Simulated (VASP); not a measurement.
# B3C2Br (P-3m1) in VASP: further runs

B3C2Br is run at these levels: PBE; tasks: single point, relaxation of cell and atoms.

Everything below comes from runs of VASP 6.6.1. Logs are shortened: lines on timing, memory, paths and dates and some standing lists are left out, and cuts for length are marked.

## (1) The cell of the first run

Symmetry: P-3m1, No. 164, trigonal system. Conventional cell: a = 4.113 Å, b = 4.113 Å, c = 6.603 Å, α = 90.00°, β = 90.00°, γ = 120.00°. Within 3.4 Å of B (site symmetry 3m) lie 4 C at 2.47 to 2.55 Å and 6 B at 2.55 to 3.03 Å and 3 Br at 3.35 Å. Within 3.4 Å of B (site symmetry -3m) lie 6 B at 2.55 Å and 6 C at 2.87 Å and 2 Br at 3.30 Å. Within 3.3 Å of C (site symmetry 3m) lie 7 B at 2.47 to 2.87 Å and 3 Br at 2.92 Å. Br (site symmetry -3m) has 6 C at 2.92 Å and 8 B at 3.30 to 3.35 Å within 3.8 Å.

The cell was generated, and may not be a known phase.

## (2) Single point, PBE

INCAR reads:

```
  PREC = Accurate
  ENCUT = 520
  EDIFF = 1E-7
  ISMEAR = 0
  SIGMA = 0.1
  LREAL = False
  LASPH = True
  NELM = 100
  ALGO = Normal
  ISIF = 2
  LWAVE = False
  LCHARG = True
  GGA = PE
  LELF = True
  LVHAR = True
  NBANDS = 21
```

KPOINTS reads:

```
regular mesh
0
Gamma
  6 6 4
```

POSCAR reads:

```
B3C2Br
1.0
    4.1128381800      0.0000000000      0.0000000000
   -2.0564190900      3.5618223400      0.0000000000
    0.0000000000      0.0000000000      6.6031536100
B C Br
3 2 1
Direct
    0.6666666700      0.3333333300      0.3575947000
    0.3333333300      0.6666666700      0.6424053000
    0.0000000000      0.0000000000      0.5000000000
    0.6666666700      0.3333333300      0.7436280300
    0.3333333300      0.6666666700      0.2563719700
    0.0000000000      0.0000000000      0.0000000000
```

Potentials or basis: VASP PAW PBE potentials, release 64 (B, C, Br).

The run is started by

```console
$ cat potpaw_PBE.64/B/POTCAR potpaw_PBE.64/C/POTCAR potpaw_PBE.64/Br/POTCAR > POTCAR
$ mpirun -np 1 vasp_std > vasp.out
```

OUTCAR:

```text
PREC = Accurate
   ENCUT = 520
   EDIFF = 1E-7
   ISMEAR = 0
   LREAL = False
   LASPH = True
   NELM = 100
   ISIF = 2
   GGA = PE

 ion  position               nearest neighbor table
   1  0.667  0.333  0.358-
   2  0.333  0.667  0.642-
   3  0.000  0.000  0.500-
   4  0.667  0.333  0.744-
   5  0.333  0.667  0.256-
   6  0.000  0.000  0.000-

  LATTYP: Found a hexagonal cell.
 ALAT       =     4.1128381800
 C/A-ratio  =     1.6054980335

  Lattice vectors:

 A1 = (   4.1128381800,   0.0000000000,   0.0000000000)
 A2 = (  -2.0564190900,   3.5618223400,   0.0000000000)
 A3 = (   0.0000000000,   0.0000000000,   6.6031536100)

Analysis of symmetry for initial positions (statically):
=====================================================================
 Subroutine PRICEL returns:
 Original cell was already a primitive cell.

 Routine SETGRP: Setting up the symmetry group for a
 hexagonal supercell.

 Subroutine GETGRP returns: Found 12 space group operations
 (whereof 12 operations were pure point group operations)
 out of a pool of 24 trial point group operations.

The static configuration has the point symmetry D_3d.

Analysis of symmetry for dynamics (positions and initial velocities):
=====================================================================
 Subroutine PRICEL returns:
 Original cell was already a primitive cell.

 Routine SETGRP: Setting up the symmetry group for a
 hexagonal supercell.

 Subroutine GETGRP returns: Found 12 space group operations
 (whereof 12 operations were pure point group operations)
 out of a pool of 24 trial point group operations.

The dynamic configuration has the point symmetry D_3d.

 Subroutine INISYM returns: Found 12 space group operations
 (whereof 12 operations are pure point group operations),
 and found     1 'primitive' translations

----------------------------------------------------------------------------------------

                                     Primitive cell

  volume of cell :      96.7309

  direct lattice vectors                    reciprocal lattice vectors
     4.112838180  0.000000000  0.000000000     0.243141100  0.140377580  0.000000000
    -2.056419090  3.561822340  0.000000000     0.000000000  0.280755160  0.000000000
     0.000000000  0.000000000  6.603153610     0.000000000  0.000000000  0.151442789

  length of vectors
     4.112838180  4.112838175  6.603153610     0.280755159  0.280755160  0.151442789

  position of ions in fractional coordinates (direct lattice)
     0.666666670  0.333333330  0.357594700
     0.333333330  0.666666670  0.642405300
     0.000000000  0.000000000  0.500000000
     0.666666670  0.333333330  0.743628030
     0.333333330  0.666666670  0.256371970
     0.000000000  0.000000000  0.000000000

  ion indices of the primitive-cell ions
   primitive index   ion index
                 1           1
                 2           2
                 3           3
                 4           4
                 5           5
                 6           6

----------------------------------------------------------------------------------------

 KPOINTS: regular mesh

Automatic generation of k-mesh.
 Grid dimensions read from file:
 generate k-points for:    6    6    4

 Generating k-lattice:

  Cartesian coordinates                     Fractional coordinates (reciprocal lattice)
     0.040523517  0.023396263  0.000000000     0.166666667 -0.000000000  0.000000000
     0.000000000  0.046792527  0.000000000     0.000000000  0.166666667  0.000000000
     0.000000000  0.000000000  0.037860697     0.000000000  0.000000000  0.250000000

  Length of vectors
     0.046792527  0.046792527  0.037860697

  Shift w.r.t. Gamma in fractional coordinates (k-lattice)
     0.000000000  0.000000000  0.000000000

 Subroutine IBZKPT returns following result:
 ===========================================

 Found     24 irreducible k-points:

 Following reciprocal coordinates:
            Coordinates               Weight
  0.000000  0.000000  0.000000      1.000000
  0.166667  0.000000  0.000000      6.000000
  0.333333 -0.000000  0.000000      6.000000
  0.500000 -0.000000  0.000000      3.000000
  0.166667  0.166667  0.000000      6.000000
  0.333333  0.166667  0.000000     12.000000
[... 16 lines left out ...]
  0.333333  0.166667  0.500000     12.000000
  0.333333  0.333333  0.500000      2.000000
   k-points           NKPTS =     24   k-points in BZ     NKDIM =     24   number of bands    NBANDS=     21
   number of dos      NEDOS =    301   number of ions     NIONS =      6
   total plane-waves  NPLWV =  51200
   dimension x,y,z NGX =    32 NGY =   32 NGZ =   50
   dimension x,y,z NGXF=    64 NGYF=   64 NGZF=  100
   ions per type =               3   2   1
   NGX,Y,Z   is equivalent  to a cutoff of  12.93, 12.93, 12.59 a.u.
   NGXF,Y,Z  is equivalent  to a cutoff of  25.87, 25.87, 25.18 a.u.
 SYSTEM =  unknown system
   PREC   = accura    normal or accurate (medium, high low for compatibility)
   ISTART =      0    job   : 0-new  1-cont  2-samecut
   ICHARG =      2    charge: 1-file 2-atom 10-const
   ISPIN  =      1    spin polarized calculation?
   LNONCOLLINEAR =      F non collinear calculations
   LSORBIT =      F    spin-orbit coupling
   LASPH  =      T    aspherical Exc in radial PAW
   ENCUT  =  520.0 eV  38.22 Ry    6.18 a.u.   7.65  7.65 12.28*2*pi/ulx,y,z
   NELM   =    100;   NELMIN=  2; NELMDL= -5     # of ELM steps
   EDIFF  = 0.1E-06   stopping-criterion for ELM
   LREAL  =      F    real-space projection
   EDIFFG = 0.1E-05   stopping-criterion for IOM
   NSW    =      0    number of steps for IOM
   IBRION =     -1    ionic relax: 0-MD 1-quasi-New 2-CG
   NFREE  =      0    steps in history (QN), initial steepest desc. (CG)
   ISIF   =      2    stress and relaxation
   ISYM   =      2    0-nonsym 1-usesym 2-fastsym
   POTIM  = 0.5000    time-step for ionic-motion
   TEBEG  =    0.0;   TEEND  =   0.0 temperature during run
   PSTRESS=    0.0 pullay stress
   NELECT =      24.0000    total number of electrons
   NUPDOWN=      -1.0000    fix difference up-down
   EMIN   =  10.00;   EMAX   =-10.00  energy-range for DOS
   EFERMI =   0.00;   METHOD = LEGACY
   ISMEAR =     0;   SIGMA  =   0.10  broadening in eV -4-tet -1-fermi 0-gaus
   EFERMI_NEDOS =   21; number of points for ismear=-14 and -15
   IALGO  =     38    algorithm
   IMIX   =      4    mixing-type and parameters
     AMIX     =   0.40;   BMIX     =  1.00
     AMIX_MAG =   1.60;   BMIX_MAG =  1.00
  volume/ion in A,a.u.               =      16.12       108.80
  Fermi-wavevector in a.u.,A,eV,Ry     =   1.028703  1.943967 14.398101  1.058231
  Thomas-Fermi vector in A             =   2.162713
   LORBIT       =      0    0 simple, 1 ext, 2 COOP (PROOUT), +10 PAW based schemes
   GGA     = PE    functional components
   LHFCALC =     F    Hartree Fock is set to
   AEXX    =    0.0000 exact exchange contribution
   IVDW    =     0    specifies the selected vdW correction
   LEPSILON=     F    determine dielectric tensor
   LRPA    =     F    only Hartree local field effects (RPA)
 non-spin polarized calculation
 Gauss-broadening in eV      SIGMA  =   0.10
  energy-cutoff  :      520.00
  volume of cell :       96.73
 maximum number of plane-waves:      2623
 NGX is ok and might be reduce to    32
   NGX = 15   NGY = 15   NGZ = 25

 number of electron      23.9999999 magnetization

 Free energy of the ion-electron system (eV)
  ---------------------------------------------------
  ext. energy  EPLUGINS =         0.00000000
  ---------------------------------------------------
  free energy    TOTEN  =       -19.87034995 eV

  energy without entropy =      -19.84414544  energy(sigma->0) =      -19.85724770

 E-fermi :   1.4943     XC(G=0):  -9.4804

 val. band max:        1.4774340846   @ k =   0.3333   0.1667   0.0000
 cond. band min:       1.5075118775   @ k =   0.0000   0.0000   0.2500
 fundamental gap:      0.0300777929
 Fermi energy:         1.4943297721

 k-point     1 :       0.0000    0.0000    0.0000
  band No.  band energies     occupation
      1     -13.2394      2.00000
      2      -8.9992      2.00000
      3      -7.8344      2.00000
      4      -3.8110      2.00000
      5      -1.4074      2.00000
      6      -0.4880      2.00000
[... 13 lines left out ...]
     20       4.7513      0.00000
     21       5.1180      0.00000

 k-point     2 :       0.1667    0.0000    0.0000
  band No.  band energies     occupation
      1     -13.1612      2.00000
      2      -8.8294      2.00000
      3      -7.6797      2.00000
      4      -4.0633      2.00000
      5      -2.4890      2.00000
      6      -1.0643      2.00000
[... 13 lines left out ...]
     20       5.1727      0.00000
     21       5.4799      0.00000

 k-point     3 :       0.3333   -0.0000    0.0000
  band No.  band energies     occupation
      1     -12.9956      2.00000
      2      -8.3781      2.00000
      3      -7.3667      2.00000
      4      -4.6409      2.00000
      5      -3.7225      2.00000
      6      -1.9182      2.00000
[... 13 lines left out ...]
     20       5.8452      0.00000
     21       6.5801      0.00000
[... 457 lines left out ...]
 k-point    23 :       0.3333    0.1667    0.5000
  band No.  band energies     occupation
      1     -12.9038      2.00000
      2      -7.9626      2.00000
      3      -7.3874      2.00000
      4      -4.9906      2.00000
      5      -4.0094      2.00000
      6      -3.3188      2.00000
[... 13 lines left out ...]
     20       5.9657      0.00000
     21       6.8903      0.00000

 k-point    24 :       0.3333    0.3333    0.5000
  band No.  band energies     occupation
      1     -12.8622      2.00000
      2      -7.5074      2.00000
      3      -7.5074      2.00000
      4      -4.8492      2.00000
      5      -4.3774      2.00000
      6      -4.3774      2.00000
[... 13 lines left out ...]
     20       5.2424      0.00000
     21       7.1299      0.00000

------------------------ aborting loop because EDIFF is reached ----------------------------------------

  FORCE on cell =-STRESS in cart. coord.  units (eV):
  Direction    XX          YY          ZZ          XY          YZ          ZX
  --------------------------------------------------------------------------------------
  -------------------------------------------------------------------------------------
  Total      -16.8236604    -16.8236604     -6.4761838      0.0000000      0.0000000      0.0000000
  in kB     -278.6543325   -278.6543316   -107.2665900      0.0000000      0.0000000      0.0000000
  external PRESSURE =    -221.5250847 kB  Pullay stress =       0.0000000 kB

 VOLUME and BASIS-vectors are now :
 -----------------------------------------------------------------------------
  energy-cutoff  :      520.00
  volume of cell :       96.73
      direct lattice vectors                 reciprocal lattice vectors
     4.112838180  0.000000000  0.000000000     0.243141100  0.140377580  0.000000000
    -2.056419090  3.561822340  0.000000000     0.000000000  0.280755160  0.000000000
     0.000000000  0.000000000  6.603153610     0.000000000  0.000000000  0.151442789

 POSITION                                       TOTAL-FORCE (eV/Angst)
 -----------------------------------------------------------------------------------
      2.05642      1.18727      2.36125        -0.000000      0.000000      0.642436
     -0.00000      2.37455      4.24190         0.000000     -0.000000     -0.642436
      0.00000      0.00000      3.30158        -0.000000      0.000000      0.000000
      2.05642      1.18727      4.91029         0.000000     -0.000000     -1.258565
     -0.00000      2.37455      1.69286        -0.000000      0.000000      1.258565
      0.00000      0.00000      0.00000        -0.000000      0.000000      0.000000
 -----------------------------------------------------------------------------------
    total drift:                               -0.000000      0.000000      0.000000

  FREE ENERGIE OF THE ION-ELECTRON SYSTEM (eV)
  ---------------------------------------------------
  free  energy   TOTEN  =       -19.8703499491 eV

  energy  without entropy=      -19.8441454426  energy(sigma->0) =      -19.85724770
```

It took 41 s on 1 thread of Oxide Virtual Turin-like, shared host; peak memory 0.19 GiB.

Results:

* Free energy: -19.8703 eV
* Pressure: -22.2 GPa
* Largest force: 1.259 eV/Å
* Band gap on the k mesh: zero (bands 12 and 13 overlap by 0.74 eV)

Forces on the atoms (eV/Å):
```
B    0.000  0.000  0.642
B    0.000  0.000 -0.642
B    0.000  0.000  0.000
C    0.000  0.000 -1.259
C    0.000  0.000  1.259
Br   0.000  0.000  0.000
```

Stress tensor (GPa, compression positive):
```
-27.87   0.00   0.00
  0.00 -27.87   0.00
  0.00   0.00 -10.73
```

Caveat: the stress differs along the axes, from -28 to -11 GPa; forces of over 1 eV/Å act on the atoms, so gaps and moduli don't describe the material at rest.

## (3) Single point, PBE, collinear spin

This run uses another cell than the first one, of 11.82 Å³/atom.

INCAR reads:

```
SYSTEM = B3C2Br
PREC     = Accurate       ! precision mode
ENCUT    = 520            ! plane-wave cutoff, eV
EDIFF    = 1E-6           ! SCF threshold, eV
ISMEAR   = 0              ! smearing method
SIGMA    = 0.1            ! smearing width, eV
LREAL    = .False.        ! projectors in reciprocal space
LASPH    = .True.         ! aspherical terms in the spheres
NELM     = 150            ! most SCF steps
ALGO     = Fast           ! electronic algorithm
ISIF     = 2              ! what is computed and relaxed
LWAVE    = .False.        ! write WAVECAR
LCHARG   = .False.        ! write CHGCAR
ISPIN    = 2              ! spin polarisation
MAGMOM   = 0 0 0 1 1 0    ! initial moments
LORBIT   = 11             ! projections on sites
GGA      = PE             ! functional
NBANDS   = 25             ! bands
```

KPOINTS reads:

```
Automatic mesh
0
Gamma
  6 6 2
  0 0 0
```

POSCAR reads:

```
B3C2Br
1.0
    2.7360057003      0.0000000000      0.0000000000
   -1.3680028501      2.3694504413      0.0000000000
    0.0000000000      0.0000000000     10.9424724781
B C Br
3 2 1
Direct
    0.6666666667      0.3333333333      0.3585667477
    0.3333333333      0.6666666667      0.6414332523
    0.0000000000      0.0000000000      0.5000000000
    0.6666666667      0.3333333333      0.6367468666
    0.3333333333      0.6666666667      0.3632531334
    0.0000000000      0.0000000000      0.0000000000
```

Potentials or basis: VASP PAW PBE potentials, release 64 (B, C, Br).

The run is started by

```console
$ cat potpaw_PBE.64/B/POTCAR potpaw_PBE.64/C/POTCAR potpaw_PBE.64/Br/POTCAR > POTCAR
$ mpirun -np 1 vasp_std > vasp.out
```

OUTCAR:

```text
SYSTEM = B3C2Br
   PREC = Accurate
   ENCUT = 520
   EDIFF = 1E-6
   ISMEAR = 0
   LREAL = .False.
   LASPH = .True.
   NELM = 150
   ISIF = 2
   ISPIN = 2
   LORBIT = 11
   GGA = PE

 ion  position               nearest neighbor table
   1  0.667  0.333  0.359-   5 1.58   5 1.58   5 1.58
   2  0.333  0.667  0.641-   4 1.58   4 1.58   4 1.58
   3  0.000  0.000  0.500-
   4  0.667  0.333  0.637-   2 1.58   2 1.58   2 1.58
   5  0.333  0.667  0.363-   1 1.58   1 1.58   1 1.58
   6  0.000  0.000  0.000-

  LATTYP: Found a hexagonal cell.
[... 982 lines left out ...]

 POSITION                                       TOTAL-FORCE (eV/Angst)
 -----------------------------------------------------------------------------------
      1.36800      0.78982      3.92361        -0.000000     -0.000000      0.000592
     -0.00000      1.57963      7.01887         0.000000      0.000000     -0.000592
      0.00000      0.00000      5.47124        -0.000000      0.000000     -0.000000
      1.36800      0.78982      6.96759        -0.000000      0.000000      0.019051
     -0.00000      1.57963      3.97489         0.000000     -0.000000     -0.019051
      0.00000      0.00000      0.00000        -0.000000      0.000000     -0.000000
 -----------------------------------------------------------------------------------
    total drift:                                0.000000      0.000000     -0.000000

  FREE ENERGIE OF THE ION-ELECTRON SYSTEM (eV)
  ---------------------------------------------------
  free  energy   TOTEN  =       -35.1374410696 eV

  energy  without entropy=      -35.1298130550  energy(sigma->0) =      -35.13362706

 total charge

# of ion       s       p       d       tot
------------------------------------------
    1        0.714   1.304   0.000   2.018
    2        0.714   1.304   0.000   2.018
    3        0.718   0.723   0.000   1.441
    4        0.863   1.623   0.000   2.486
    5        0.863   1.623   0.000   2.486
    6        1.666   3.060   0.071   4.798
--------------------------------------------------
tot          5.539   9.637   0.071  15.246

 magnetization (x)

# of ion       s       p       d       tot
------------------------------------------
    1        0.000   0.000   0.000   0.000
    2        0.000   0.000   0.000   0.000
    3        0.000   0.000   0.000   0.000
    4       -0.000  -0.000   0.000  -0.000
    5       -0.000  -0.000   0.000  -0.000
    6       -0.000  -0.000  -0.000  -0.000
--------------------------------------------------
tot          0.000  -0.000  -0.000  -0.000
```

OSZICAR:

```text
N       E                     dE             d eps       ncg     rms          rms(c)
DAV:   1     0.657602600649E+02    0.65760E+02   -0.10934E+04  1400   0.853E+02
DAV:   2    -0.335350866497E+02   -0.99295E+02   -0.94529E+02  1893   0.177E+02
DAV:   3    -0.385383823029E+02   -0.50033E+01   -0.49330E+01  1749   0.339E+01
DAV:   4    -0.385981385345E+02   -0.59756E-01   -0.59688E-01  1844   0.425E+00
DAV:   5    -0.385989907594E+02   -0.85222E-03   -0.85202E-03  1778   0.480E-01    0.125E+01
RMM:   6    -0.353220184865E+02    0.32770E+01   -0.26707E+00  1543   0.636E+00    0.955E+00
RMM:   7    -0.351837754143E+02    0.13824E+00   -0.40710E-01  1603   0.294E+00    0.437E+00
RMM:   8    -0.351712192804E+02    0.12556E-01   -0.16702E-01  1668   0.175E+00    0.313E+00
RMM:   9    -0.351352077670E+02    0.36012E-01   -0.67515E-02  1611   0.114E+00    0.962E-01
RMM:  10    -0.351381248626E+02   -0.29171E-02   -0.69213E-03  1705   0.427E-01    0.503E-01
RMM:  11    -0.351373749146E+02    0.74995E-03   -0.19675E-03  1627   0.226E-01    0.137E-01
RMM:  12    -0.351373977234E+02   -0.22809E-04   -0.84269E-04  1633   0.143E-01    0.526E-02
RMM:  13    -0.351374105307E+02   -0.12807E-04   -0.80357E-05  1740   0.519E-02    0.367E-02
RMM:  14    -0.351374274321E+02   -0.16901E-04   -0.14929E-05  1740   0.224E-02    0.210E-02
RMM:  15    -0.351374404622E+02   -0.13030E-04   -0.13295E-05  1644   0.208E-02    0.123E-02
RMM:  16    -0.351374410696E+02   -0.60732E-06   -0.24674E-06  1448   0.989E-03
   1 F= -.35137441E+02 E0= -.35133627E+02  d E =-.762801E-02  mag=    -0.0002
```

stdout:

```text
POSCAR found type information on POSCAR B C Br
 POSCAR found :  3 types and       6 ions
 scaLAPACK will be used
 LDA part: xc-table for (Slater+PW92), standard interpolation
 POSCAR, INCAR and KPOINTS ok, starting setup
 FFT: planning ... GRIDC
 FFT: planning ... GRID_SOFT
 FFT: planning ... GRID
 WAVECAR not read
 entering main loop
```

Wall time 46 s (1 thread of Oxide Virtual Turin-like, shared host); peak memory 0.18 GiB.

What came out:

```
Free energy                                           : -35.1374 eV
Pressure                                              : 0.2 GPa
Largest force                                         : 0.019 eV/Å
Band gap on the k mesh                                : zero (filled and empty bands overlap)
Net moment                                            : 0.00 μB per cell
Valence electrons inside the program's atomic spheres : B 2.02, 1.44 (each value once); C 2.49; Br 4.80
```

Forces on the atoms (eV/Å):
```
B    0.000  0.000  0.001
B    0.000  0.000 -0.001
B    0.000  0.000  0.000
C    0.000  0.000  0.019
C    0.000  0.000 -0.019
Br   0.000  0.000  0.000
```

Caveat: the k points lie up to 0.44 Å⁻¹ apart, too coarse for converged energies and pressures of a metal; this functional lacks dispersion, which binds layers or chains, so the pressure and a relaxed spacing across them are unreliable.

[end of part 1 of 2]

The gap in the log of VASP goes by the Fermi energy; the results here count the filled bands.